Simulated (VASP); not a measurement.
# BP (m.bgw) (F-43m) in VASP: single point with PBE

Aim: the single point of BP (m.bgw) with PBE.

Everything below comes from runs of VASP 6.6.1. Logs are shortened: lines on timing, memory, paths and dates and some standing lists are left out, and cuts for length are marked.

**1. The cell of the first run**

It takes space group F-43m (No. 216, cubic). The conventional cell has a = 4.548 Å, b = 4.548 Å, c = 4.548 Å, α = 90.00°, β = 90.00°, γ = 90.00°. Within 2.6 Å of B (site symmetry -43m) lie 4 P at 1.97 Å. P (site symmetry -43m) has 4 B at 1.97 Å within 2.6 Å.

**2. Single point, PBE**

INCAR

```
SYSTEM = BP
PREC = Accurate
ENCUT = 500
EDIFF = 1E-6
ISMEAR = 0
SIGMA = 0.01
LREAL = .False.
LASPH = .True.
NELM = 120
ALGO = Normal
ISIF = 2
LWAVE = .False.
LCHARG = .False.
GGA = PE
NBANDS = 11
GGA_COMPAT = .False.
```

KPOINTS

```
regular mesh
0
Gamma
  6 6 6
  0 0 0
```

POSCAR

```
BP
1.0
    0.0000000000      2.2742142707      2.2742142707
    2.2742142707      0.0000000000      2.2742142707
    2.2742142707      2.2742142707      0.0000000000
B P
1 1
Direct
    0.0000000000      0.0000000000      0.0000000000
    0.2500000000      0.2500000000      0.2500000000
```

Potentials or basis: VASP PAW PBE potentials, release 64 (B, P).

On the command line:

```sh
$ cat potpaw_PBE.64/B/POTCAR potpaw_PBE.64/P/POTCAR > POTCAR
$ mpirun -np 1 vasp_std > vasp.out
```

OUTCAR:

```text
SYSTEM = BP
   PREC = Accurate
   ENCUT = 500
   EDIFF = 1E-6
   ISMEAR = 0
   LREAL = .False.
   LASPH = .True.
   NELM = 120
   ISIF = 2
   GGA = PE

 ion  position               nearest neighbor table
   1  0.000  0.000  0.000-   2 1.97   2 1.97   2 1.97   2 1.97
   2  0.250  0.250  0.250-   1 1.97   1 1.97   1 1.97   1 1.97

  LATTYP: Found a face centered cubic cell.
 ALAT       =     4.5484285414

  Lattice vectors:

 A1 = (   0.0000000000,   2.2742142707,   2.2742142707)
 A2 = (   2.2742142707,   0.0000000000,   2.2742142707)
 A3 = (   2.2742142707,   2.2742142707,   0.0000000000)

Analysis of symmetry for initial positions (statically):
=====================================================================
 Subroutine PRICEL returns:
 Original cell was already a primitive cell.

 Routine SETGRP: Setting up the symmetry group for a
 face centered cubic supercell.

 Subroutine GETGRP returns: Found 24 space group operations
 (whereof 24 operations were pure point group operations)
 out of a pool of 48 trial point group operations.

The static configuration has the point symmetry T_d .

Analysis of symmetry for dynamics (positions and initial velocities):
=====================================================================
 Subroutine PRICEL returns:
 Original cell was already a primitive cell.

 Routine SETGRP: Setting up the symmetry group for a
 face centered cubic supercell.

 Subroutine GETGRP returns: Found 24 space group operations
 (whereof 24 operations were pure point group operations)
 out of a pool of 48 trial point group operations.

The dynamic configuration has the point symmetry T_d .

 Subroutine INISYM returns: Found 24 space group operations
 (whereof 24 operations are pure point group operations),
 and found     1 'primitive' translations

----------------------------------------------------------------------------------------

                                     Primitive cell

  volume of cell :      23.5247

  direct lattice vectors                    reciprocal lattice vectors
     0.000000000  2.274214271  2.274214271    -0.219856153  0.219856153  0.219856153
     2.274214271  0.000000000  2.274214271     0.219856153 -0.219856153  0.219856153
     2.274214271  2.274214271  0.000000000     0.219856153  0.219856153 -0.219856153

  length of vectors
     3.216224665  3.216224665  3.216224665     0.380802027  0.380802027  0.380802027

  position of ions in fractional coordinates (direct lattice)
     0.000000000  0.000000000  0.000000000
     0.250000000  0.250000000  0.250000000

  ion indices of the primitive-cell ions
   primitive index   ion index
                 1           1
                 2           2

----------------------------------------------------------------------------------------

 KPOINTS: regular mesh

Automatic generation of k-mesh.
 Grid dimensions read from file:
 generate k-points for:    6    6    6

 Generating k-lattice:

  Cartesian coordinates                     Fractional coordinates (reciprocal lattice)
    -0.036642692  0.036642692  0.036642692     0.166666667  0.000000000  0.000000000
     0.036642692 -0.036642692  0.036642692     0.000000000  0.166666667  0.000000000
     0.036642692  0.036642692 -0.036642692     0.000000000  0.000000000  0.166666667

  Length of vectors
     0.063467004  0.063467004  0.063467004

  Shift w.r.t. Gamma in fractional coordinates (k-lattice)
     0.000000000  0.000000000  0.000000000

 Subroutine IBZKPT returns following result:
 ===========================================

 Found     16 irreducible k-points:

 Following reciprocal coordinates:
            Coordinates               Weight
  0.000000  0.000000  0.000000      1.000000
  0.166667  0.000000  0.000000      8.000000
  0.333333  0.000000  0.000000      8.000000
  0.500000  0.000000  0.000000      4.000000
  0.166667  0.166667  0.000000      6.000000
  0.333333  0.166667  0.000000     24.000000
[... 8 lines left out ...]
 -0.333333  0.333333  0.166667     24.000000
 -0.333333  0.500000  0.166667     12.000000
   k-points           NKPTS =     16   k-points in BZ     NKDIM =     16   number of bands    NBANDS=     11
   number of dos      NEDOS =    301   number of ions     NIONS =      2
   total plane-waves  NPLWV =  13824
   dimension x,y,z NGX =    24 NGY =   24 NGZ =   24
   dimension x,y,z NGXF=    48 NGYF=   48 NGZF=   48
   ions per type =               1   1
   NGX,Y,Z   is equivalent  to a cutoff of  12.41, 12.41, 12.41 a.u.
   NGXF,Y,Z  is equivalent  to a cutoff of  24.81, 24.81, 24.81 a.u.
 SYSTEM =  BP
   PREC   = accura    normal or accurate (medium, high low for compatibility)
   ISTART =      0    job   : 0-new  1-cont  2-samecut
   ICHARG =      2    charge: 1-file 2-atom 10-const
   ISPIN  =      1    spin polarized calculation?
   LNONCOLLINEAR =      F non collinear calculations
   LSORBIT =      F    spin-orbit coupling
   LASPH  =      T    aspherical Exc in radial PAW
   ENCUT  =  500.0 eV  36.75 Ry    6.06 a.u.   5.86  5.86  5.86*2*pi/ulx,y,z
   NELM   =    120;   NELMIN=  2; NELMDL= -5     # of ELM steps
   EDIFF  = 0.1E-05   stopping-criterion for ELM
   LREAL  =      F    real-space projection
   EDIFFG = 0.1E-04   stopping-criterion for IOM
   NSW    =      0    number of steps for IOM
   IBRION =     -1    ionic relax: 0-MD 1-quasi-New 2-CG
   NFREE  =      0    steps in history (QN), initial steepest desc. (CG)
   ISIF   =      2    stress and relaxation
   ISYM   =      2    0-nonsym 1-usesym 2-fastsym
   POTIM  = 0.5000    time-step for ionic-motion
   TEBEG  =    0.0;   TEEND  =   0.0 temperature during run
   PSTRESS=    0.0 pullay stress
   NELECT =       8.0000    total number of electrons
   NUPDOWN=      -1.0000    fix difference up-down
   EMIN   =  10.00;   EMAX   =-10.00  energy-range for DOS
   EFERMI =   0.00;   METHOD = LEGACY
   ISMEAR =     0;   SIGMA  =   0.01  broadening in eV -4-tet -1-fermi 0-gaus
   EFERMI_NEDOS =   21; number of points for ismear=-14 and -15
   IALGO  =     38    algorithm
   IMIX   =      4    mixing-type and parameters
     AMIX     =   0.40;   BMIX     =  1.00
     AMIX_MAG =   1.60;   BMIX_MAG =  1.00
  volume/ion in A,a.u.               =      11.76        79.38
  Fermi-wavevector in a.u.,A,eV,Ry     =   1.142694  2.159379 17.765815  1.305751
  Thomas-Fermi vector in A             =   2.279392
   LORBIT       =      0    0 simple, 1 ext, 2 COOP (PROOUT), +10 PAW based schemes
   GGA     = PE    functional components
   LHFCALC =     F    Hartree Fock is set to
   AEXX    =    0.0000 exact exchange contribution
   IVDW    =     0    specifies the selected vdW correction
   LEPSILON=     F    determine dielectric tensor
   LRPA    =     F    only Hartree local field effects (RPA)
 non-spin polarized calculation
 Gauss-broadening in eV      SIGMA  =   0.01
  energy-cutoff  :      500.00
  volume of cell :       23.52
 maximum number of plane-waves:       610
   NGX = 11   NGY = 11   NGZ = 11

 number of electron       8.0000000 magnetization

 Free energy of the ion-electron system (eV)
  ---------------------------------------------------
  ext. energy  EPLUGINS =         0.00000000
  ---------------------------------------------------
  free energy    TOTEN  =       -12.91356083 eV

  energy without entropy =      -12.91356083  energy(sigma->0) =      -12.91356083

 E-fermi :   7.4685     XC(G=0): -10.8747

 val. band max:        7.3576999778   @ k =   0.0000   0.0000   0.0000
 cond. band min:       8.7004146379   @ k =   0.5000   0.5000   0.0000
 fundamental gap:      1.3427146601
 Fermi energy:         7.4684673180

 k-point     1 :       0.0000    0.0000    0.0000
  band No.  band energies     occupation
      1      -8.0435      2.00000
      2       7.3577      2.00000
      3       7.3577      2.00000
      4       7.3577      2.00000
      5      10.7457      0.00000
      6      10.7457      0.00000
      7      10.7457      0.00000
      8      14.6276      0.00000
      9      18.8227      0.00000
     10      19.4630      0.00000
     11      19.4630      0.00000

 k-point     2 :       0.1667    0.0000    0.0000
  band No.  band energies     occupation
      1      -7.5485      2.00000
      2       4.5313      2.00000
      3       6.6961      2.00000
      4       6.6961      2.00000
      5      11.3517      0.00000
      6      11.6466      0.00000
      7      11.6466      0.00000
      8      15.9339      0.00000
      9      18.2832      0.00000
     10      18.2832      0.00000
     11      20.0561      0.00000

 k-point     3 :       0.3333    0.0000    0.0000
  band No.  band energies     occupation
      1      -6.1406      2.00000
      2       0.6560      2.00000
      3       5.8962      2.00000
      4       5.8962      2.00000
      5      11.2169      0.00000
      6      12.2036      0.00000
      7      12.2036      0.00000
      8      17.4242      0.00000
      9      19.2218      0.00000
     10      19.2218      0.00000
     11      20.7170      0.00000

 k-point     4 :       0.5000    0.0000    0.0000
  band No.  band energies     occupation
      1      -4.7456      2.00000
      2      -1.6285      2.00000
      3       5.6079      2.00000
      4       5.6079      2.00000
      5      11.0971      0.00000
      6      12.0638      0.00000
      7      12.0638      0.00000
      8      17.4586      0.00000
      9      21.9364      0.00000
     10      21.9364      0.00000
     11      22.1202      0.00000

 k-point     5 :       0.1667    0.1667    0.0000
  band No.  band energies     occupation
      1      -7.3824      2.00000
      2       5.4171      2.00000
      3       5.6362      2.00000
      4       5.6362      2.00000
      5       9.7937      0.00000
      6      13.1911      0.00000
      7      13.1911      0.00000
      8      14.2249      0.00000
      9      17.9398      0.00000
     10      20.1783      0.00000
     11      20.8044      0.00000
[... 99 lines left out ...]
 k-point    13 :       0.5000    0.5000    0.0000
  band No.  band energies     occupation
      1      -3.2249      2.00000
      2      -1.1910      2.00000
      3       3.2667      2.00000
      4       3.2667      2.00000
      5       8.7004      0.00000
      6       9.0205      0.00000
      7      19.4164      0.00000
      8      19.4164      0.00000
      9      22.5075      0.00000
     10      24.0679      0.00000
     11      25.2788      0.00000

 k-point    14 :       0.5000    0.3333    0.1667
  band No.  band energies     occupation
      1      -4.9259      2.00000
      2       0.8493      2.00000
      3       2.3822      2.00000
      4       4.1135      2.00000
      5      11.3581      0.00000
      6      12.8919      0.00000
      7      13.7908      0.00000
      8      16.8271      0.00000
      9      20.0176      0.00000
     10      20.8764      0.00000
     11      24.9616      0.00000

 k-point    15 :      -0.3333    0.3333    0.1667
  band No.  band energies     occupation
      1      -3.6371      2.00000
      2      -0.7238      2.00000
      3       1.8862      2.00000
      4       3.4086      2.00000
      5      11.8697      0.00000
      6      13.0364      0.00000
      7      15.9246      0.00000
      8      16.4813      0.00000
      9      17.8105      0.00000
     10      22.1302      0.00000
     11      24.8140      0.00000

 k-point    16 :      -0.3333    0.5000    0.1667
  band No.  band energies     occupation
      1      -3.0295      2.00000
      2      -0.8359      2.00000
      3       2.0910      2.00000
      4       2.2156      2.00000
      5      11.1897      0.00000
      6      11.7943      0.00000
      7      16.4411      0.00000
      8      17.0877      0.00000
      9      20.2487      0.00000
     10      23.4945      0.00000
     11      23.7410      0.00000

------------------------ aborting loop because EDIFF is reached ----------------------------------------

  FORCE on cell =-STRESS in cart. coord.  units (eV):
  Direction    XX          YY          ZZ          XY          YZ          ZX
  --------------------------------------------------------------------------------------
  -------------------------------------------------------------------------------------
  Total       -0.0134130     -0.0134130     -0.0134130     -0.0000000      0.0000000      0.0000000
  in kB       -0.9135074     -0.9135074     -0.9135074     -0.0000000      0.0000000      0.0000000
  external PRESSURE =      -0.9135074 kB  Pullay stress =       0.0000000 kB

 VOLUME and BASIS-vectors are now :
 -----------------------------------------------------------------------------
  energy-cutoff  :      500.00
  volume of cell :       23.52
      direct lattice vectors                 reciprocal lattice vectors
     0.000000000  2.274214271  2.274214271    -0.219856153  0.219856153  0.219856153
     2.274214271  0.000000000  2.274214271     0.219856153 -0.219856153  0.219856153
     2.274214271  2.274214271  0.000000000     0.219856153  0.219856153 -0.219856153

 POSITION                                       TOTAL-FORCE (eV/Angst)
 -----------------------------------------------------------------------------------
      0.00000      0.00000      0.00000         0.000000      0.000000      0.000000
      1.13711      1.13711      1.13711        -0.000000     -0.000000     -0.000000
 -----------------------------------------------------------------------------------
    total drift:                                0.000000      0.000000      0.000000

  FREE ENERGIE OF THE ION-ELECTRON SYSTEM (eV)
  ---------------------------------------------------
  free  energy   TOTEN  =       -12.9135608258 eV

  energy  without entropy=      -12.9135608258  energy(sigma->0) =      -12.91356083
```

Wall time 5.6 s (1 thread of AMD EPYC 7R13 (Zen 3), shared host); peak memory 0.1 GiB.

Results:

```yaml
Free_energy: -12.9136 eV
Pressure: -0.1 GPa
Band_gap_on_the_k_mesh: 1.34 eV, indirect (least direct gap 3.39 eV)
```
